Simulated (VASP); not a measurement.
# SiC (R3m) in VASP: notebook, part 2 of 2

VASP 6.6.1. Earlier steps stand in the parts before.

### 3 Single point, PBE

This run uses another cell than the first one, of 10.75 Å³/atom, 1.024 times its volume.

The input, INCAR:

```
SYSTEM = SiC
ALGO     = Normal         ! electronic algorithm
EDIFF    = 1E-6           ! SCF threshold, eV
ENCUT    = 520            ! plane-wave cutoff, eV
GGA      = PE             ! functional
ISIF     = 2              ! what is computed and relaxed
ISMEAR   = 0              ! smearing method
LASPH    = .TRUE.         ! aspherical terms in the spheres
LCHARG   = .TRUE.         ! write CHGCAR
LELF     = .TRUE.         ! ELF
LREAL    = .FALSE.        ! projectors in reciprocal space
LVHAR    = .TRUE.       
LWAVE    = .FALSE.        ! write WAVECAR
NBANDS   = 11             ! bands
NELM     = 80             ! most SCF steps
PREC     = Accurate       ! precision mode
SIGMA    = 0.05           ! smearing width, eV
```

The input, KPOINTS:

```
k-points
0
G
  12 12 12
  0 0 0
```

The input, POSCAR:

```
SiC
1.0
    0.0000000000      2.1837311795      2.1837311795
    2.1837311795      0.0000000000      2.1837311795
    2.2311909371      2.2311909371     -0.0474597576
Si C
1 1
Direct
    0.0000000000      0.0000000000      0.0000000000
    0.7500000000      0.7500000000      0.7500000000
```

Potentials or basis: VASP PAW PBE potentials, release 64 (Si, C).

Started as:

```
> cat potpaw_PBE.64/Si/POTCAR potpaw_PBE.64/C/POTCAR > POTCAR
> mpirun -np 1 vasp_std > vasp.out
```

OUTCAR:

```text
SYSTEM = SiC
   EDIFF = 1E-6
   ENCUT = 520
   GGA = PE
   ISIF = 2
   ISMEAR = 0
   LASPH = .TRUE.
   LREAL = .FALSE.
   NELM = 80
   PREC = Accurate

 ion  position               nearest neighbor table
   1  0.000  0.000  0.000-   2 1.90   2 1.90   2 1.90   2 1.95
   2  0.750  0.750  0.750-   1 1.90   1 1.90   1 1.90   1 1.95

  LATTYP: Found a trigonal (rhomboedric) cell.
 ALAT       =     3.1557373820
 COS(alpha) =     0.5211531429

  Lattice vectors:

 A1 = (   2.2311909371,   0.0474597576,  -2.2311909371)
 A2 = (   0.0474597576,   2.2311909371,  -2.2311909371)
 A3 = (   2.2311909371,   2.2311909371,  -0.0474597576)

Analysis of symmetry for initial positions (statically):
=====================================================================
 Subroutine PRICEL returns:
 Original cell was already a primitive cell.

 Routine SETGRP: Setting up the symmetry group for a
 trigonal (rhombohedral) supercell.

 Subroutine GETGRP returns: Found  6 space group operations
 (whereof  6 operations were pure point group operations)
 out of a pool of 12 trial point group operations.

The static configuration has the point symmetry C_3v.

Analysis of symmetry for dynamics (positions and initial velocities):
[... 163 lines left out ...]
 fundamental gap:      1.3150390876
 Fermi energy:         8.0152084638

 k-point     1 :       0.0000    0.0000    0.0000
  band No.  band energies     occupation
      1      -7.4273      2.00000
      2       7.5551      2.00000
      3       7.7391      2.00000
      4       7.7391      2.00000
      5      13.1599      0.00000
      6      14.5723      0.00000
      7      14.9654      0.00000
      8      14.9654      0.00000
      9      21.9734      0.00000
     10      21.9734      0.00000
     11      23.5648      0.00000
[... 309 lines left out ...]
 k-point    24 :      -0.4167    0.1667    0.0000
  band No.  band energies     occupation
      1      -3.5991      2.00000
      2      -0.1386      2.00000
      3       4.6217      2.00000
      4       6.1115      2.00000
      5      12.5447      0.00000
      6      14.9585      0.00000
      7      15.9170      0.00000
      8      18.5640      0.00000
      9      22.1019      0.00000
     10      22.7189      0.00000
     11      25.5195      0.00000

 [... further k-points ...]
[... 5 lines left out ...]
  --------------------------------------------------------------------------------------
  -------------------------------------------------------------------------------------
  Total       -0.6107454     -0.6107454     -0.6107454     -0.6939659      0.6939659      0.6939659
  in kB      -45.4999729    -45.4999729    -45.4999729    -51.6998280     51.6998280     51.6998280
  external PRESSURE =     -45.4999729 kB  Pullay stress =       0.0000000 kB

 VOLUME and BASIS-vectors are now :
 -----------------------------------------------------------------------------
  energy-cutoff  :      520.00
  volume of cell :       21.51
      direct lattice vectors                 reciprocal lattice vectors
     0.000000000  2.183731180  2.183731180    -0.226556366  0.231375457  0.226556366
     2.183731180  0.000000000  2.183731180     0.231375457 -0.226556366  0.226556366
     2.231190937  2.231190937 -0.047459758     0.221737276  0.221737276 -0.221737276

 POSITION                                       TOTAL-FORCE (eV/Angst)
 -----------------------------------------------------------------------------------
      0.00000      0.00000      0.00000         0.109157      0.109157     -0.109157
      3.31119      3.31119      3.24000        -0.109157     -0.109157      0.109157
 -----------------------------------------------------------------------------------
    total drift:                               -0.000047     -0.000047      0.000047

  FREE ENERGIE OF THE ION-ELECTRON SYSTEM (eV)
  ---------------------------------------------------
  free  energy   TOTEN  =       -15.0308412936 eV

  energy  without entropy=      -15.0308412936  energy(sigma->0) =      -15.03084129
```

It took 38 s on 1 thread of Intel Xeon 8259CL, shared host; peak memory 0.17 GiB.

Results:

```
Free energy            : -15.0308 eV
Pressure               : -4.5 GPa
Largest force          : 0.189 eV/Å
Band gap on the k mesh : 1.31 eV, indirect (least direct gap 4.33 eV)
```

Forces in eV/Å, atoms in the order of the input:
```
Si   0.109  0.109 -0.109
C   -0.109 -0.109  0.109
```

### 4 Single point, PBE

This run uses another cell than the first one, of 10.75 Å³/atom, 1.024 times its volume.

The input, INCAR:

```
SYSTEM = SiC
PREC     = Accurate       ! precision mode
ENCUT    = 520            ! plane-wave cutoff, eV
EDIFF    = 1E-6           ! SCF threshold, eV
ISMEAR   = 0              ! smearing method
SIGMA    = 0.05           ! smearing width, eV
LREAL    = .FALSE.        ! projectors in reciprocal space
LASPH    = .TRUE.         ! aspherical terms in the spheres
NELM     = 60             ! most SCF steps
ALGO     = Normal         ! electronic algorithm
ISIF     = 2              ! what is computed and relaxed
LWAVE    = .FALSE.        ! write WAVECAR
LCHARG   = .FALSE.        ! write CHGCAR
GGA      = PE             ! functional
NBANDS   = 11             ! bands
```

The input, KPOINTS:

```
Automatic mesh
0
G
  12 12 12
  0 0 0
```

The input, POSCAR:

```
SiC
1.0
    0.0000000000      2.1605466895      2.1605466895
    2.1605466895      0.0000000000      2.1605466895
    2.2558988167      2.2558988167     -0.0953521272
Si C
1 1
Direct
    0.0000000000      0.0000000000      0.0000000000
    0.7500000000      0.7500000000      0.7500000000
```

Started as:

```
> cat potpaw_PBE.64/Si/POTCAR potpaw_PBE.64/C/POTCAR > POTCAR
> mpirun -np 1 vasp_std > vasp.out
```

Run time: 42 s. Hardware: 1 thread of Intel Xeon 8259CL, shared host; peak memory 0.17 GiB.

Results (log left out):

```yaml
Free_energy: -14.9651 eV
Pressure: -3.7 GPa
Largest_force: 0.293 eV/Å
Band_gap_on_the_k_mesh: 1.20 eV, indirect (least direct gap 4.12 eV)
```

Forces on the atoms (eV/Å):
```
Si   0.169  0.169 -0.169
C   -0.169 -0.169  0.169
```

Stress tensor (GPa, compression positive):
```
 -3.71 -10.10  10.10
-10.10  -3.71  10.10
 10.10  10.10  -3.71
```

Levels at points of the mesh, in eV from the valence-band top:
| k point | band 1 | band 2 | band 3 | band 4 | band 5 | band 6 | band 7 | band 8 | band 9 |
| --- | --- | --- | --- | --- | --- | --- | --- | --- | --- |
| (0.00, 0.00, 0.00) | -15.24 | -0.40 | 0.00 | 0.00 | 4.68 | 7.03 | 7.41 | 7.41 | 14.20 |
| (0.50, 0.00, 0.00) | -11.65 | -8.43 | -1.30 | -1.24 | 4.56 | 6.42 | 7.25 | 9.64 | 15.17 |
| (0.50, 0.50, 0.00) | -10.41 | -7.79 | -3.52 | -2.92 | 1.20 | 4.16 | 13.02 | 13.33 | 14.59 |
| (0.00, 0.00, 0.50) | -12.30 | -8.52 | -0.82 | -0.82 | 5.87 | 7.46 | 7.46 | 9.91 | 15.48 |

### 5 Single point, PBE

This run uses another cell than the first one, of 10.75 Å³/atom, 1.024 times its volume.

The input, INCAR:

```
SYSTEM = SiC
PREC = Accurate ; ENCUT = 520
EDIFF = 1E-7 ; ISMEAR = 0
SIGMA = 0.05 ; LREAL = .False.
LASPH = .True. ; NELM = 100
ALGO = Normal ; ISIF = 2
LWAVE = .False. ; LCHARG = .False.
GGA = PE ; NBANDS = 11
```

The input, KPOINTS:

```
regular mesh
0
Gamma
  12 12 12
  0 0 0
```

The input, POSCAR:

```
SiC
1.0
    0.0000000000      2.2309591678      2.2309591678
    2.2309591678      0.0000000000      2.2309591678
    2.1839602947      2.1839602947      0.0469988731
Si C
1 1
Direct
    0.0000000000      0.0000000000      0.0000000000
    0.7500000000      0.7500000000      0.7500000000
```

Started as:

```
> cat potpaw_PBE.64/Si/POTCAR potpaw_PBE.64/C/POTCAR > POTCAR
> mpirun -np 1 vasp_std > vasp.out
```

Run time: 58 s. Hardware: 1 thread of Intel Xeon 8259CL, shared host; peak memory 0.16 GiB.

The run converged. Its results:

| Quantity | Value |
| --- | --- |
| Free energy | -15.0301 eV |
| Pressure | -4.5 GPa |
| Largest force | 0.287 eV/Å |
| Band gap on the k mesh | 1.27 eV, indirect (least direct gap 4.32 eV) |

Forces in eV/Å, atoms in the order of the input:
```
Si  -0.166 -0.166  0.166
C    0.166  0.166 -0.166
```

Stress tensor (GPa, compression positive):
```
-4.54  5.43 -5.43
 5.43 -4.54 -5.43
-5.43 -5.43 -4.54
```

Levels at points of the mesh, in eV from the valence-band top:
| k point | band 1 | band 2 | band 3 | band 4 | band 5 | band 6 | band 7 | band 8 | band 9 |
| --- | --- | --- | --- | --- | --- | --- | --- | --- | --- |
| (0.00, 0.00, 0.00) | -15.21 | -0.15 | -0.15 | 0.00 | 5.51 | 6.71 | 6.71 | 7.61 | 14.19 |
| (0.50, 0.00, 0.00) | -11.86 | -8.44 | -1.09 | -1.07 | 5.11 | 6.84 | 7.30 | 9.79 | 15.56 |
| (0.50, 0.50, 0.00) | -10.37 | -7.77 | -3.37 | -3.04 | 1.27 | 4.12 | 13.32 | 13.49 | 14.31 |
| (0.00, 0.00, 0.50) | -11.54 | -8.37 | -1.32 | -1.32 | 4.55 | 6.72 | 6.72 | 9.60 | 15.70 |

A k mesh can miss the band edges. PBE gaps usually lie below the measured ones, often by a third to a half.

### 6 Single point, PBE

This run uses another cell than the first one, of 10.75 Å³/atom, 1.024 times its volume.

The input, INCAR:

```
SYSTEM = SiC
PREC = Accurate
ENCUT = 520
EDIFF = 1E-6
ISMEAR = 0
SIGMA = 0.05
LREAL = .False.
LASPH = .True.
NELM = 60
ALGO = Normal
ISIF = 2
LWAVE = .False.
LCHARG = .False.
GGA = PE
NBANDS = 11
```

The input, KPOINTS:

```
Automatic mesh
0
Gamma
  12 12 12
  0 0 0
```

The input, POSCAR:

```
SiC
1.0
    0.0000000000      2.2548848566      2.2548848566
    2.2548848566      0.0000000000      2.2548848566
    2.1615326236      2.1615326236      0.0933522331
Si C
1 1
Direct
    0.0000000000      0.0000000000      0.0000000000
    0.7500000000      0.7500000000      0.7500000000
```

Potentials or basis: VASP PAW PBE potentials, release 64 (Si, C).

Started as:

```
> cat potpaw_PBE.64/Si/POTCAR potpaw_PBE.64/C/POTCAR > POTCAR
> mpirun -np 1 vasp_std > vasp.out
```

It took 48 s on 1 thread of Intel Xeon 8259CL, shared host; peak memory 0.16 GiB.

The run converged. Its results:

```yaml
Free_energy: -14.9592 eV
Pressure: -3.6 GPa
Largest_force: 0.683 eV/Å
Band_gap_on_the_k_mesh: 1.15 eV, indirect (least direct gap 4.08 eV)
```

Forces in eV/Å, atoms in the order of the input:
```
Si  -0.394 -0.394  0.394
C    0.394  0.394 -0.394
```

Stress tensor (GPa, compression positive):
```
 -3.62  11.11 -11.11
 11.11  -3.62 -11.11
-11.11 -11.11  -3.62
```

Levels at points of the mesh, in eV from the valence-band top:
| k point | band 1 | band 2 | band 3 | band 4 | band 5 | band 6 | band 7 | band 8 |
| --- | --- | --- | --- | --- | --- | --- | --- | --- |
| (0.00, 0.00, 0.00) | -15.29 | -0.27 | -0.27 | 0.00 | 5.13 | 6.42 | 6.42 | 8.37 |
| (0.50, 0.00, 0.00) | -12.02 | -8.53 | -1.10 | -1.07 | 5.13 | 6.64 | 7.58 | 9.80 |
| (0.50, 0.50, 0.00) | -10.46 | -7.84 | -3.60 | -2.93 | 1.15 | 4.12 | 12.96 | 13.38 |
| (0.00, 0.00, 0.50) | -11.37 | -8.38 | -1.57 | -1.57 | 4.05 | 6.40 | 6.40 | 9.36 |

### 7 Overview

| cell | gap on the mesh (eV) | pressure (GPa) | largest force (eV/Å) |
| --- | --- | --- | --- |
| a = 3.147, b = 3.147, c = 3.049 Å, angles 58.9, 58.9, 60.0°, 2 atoms | 1.18 | 0.7 | 0.54 |
| a = 3.088, b = 3.088, c = 3.156 Å, angles 60.7, 60.7, 60.0°, 2 atoms | 1.31 | -4.5 | 0.19 |
| a = 3.055, b = 3.055, c = 3.192 Å, angles 61.4, 61.4, 60.0°, 2 atoms | 1.20 | -3.7 | 0.29 |
| a = 3.155, b = 3.155, c = 3.089 Å, angles 59.3, 59.3, 60.0°, 2 atoms | 1.27 | -4.5 | 0.29 |
| a = 3.189, b = 3.189, c = 3.058 Å, angles 58.6, 58.6, 60.0°, 2 atoms | 1.15 | -3.6 | 0.68 |

Alike in all rows: task single point; level PBE; potentials or basis VASP PAW PBE potentials, release 64 (Si, C); no spin polarisation; k mesh 12 × 12 × 12; cutoff (eV) 520; smearing gaussian 0.05 eV.

Total energies depend on the potentials used, so only differences within one code and one set of settings carry meaning.
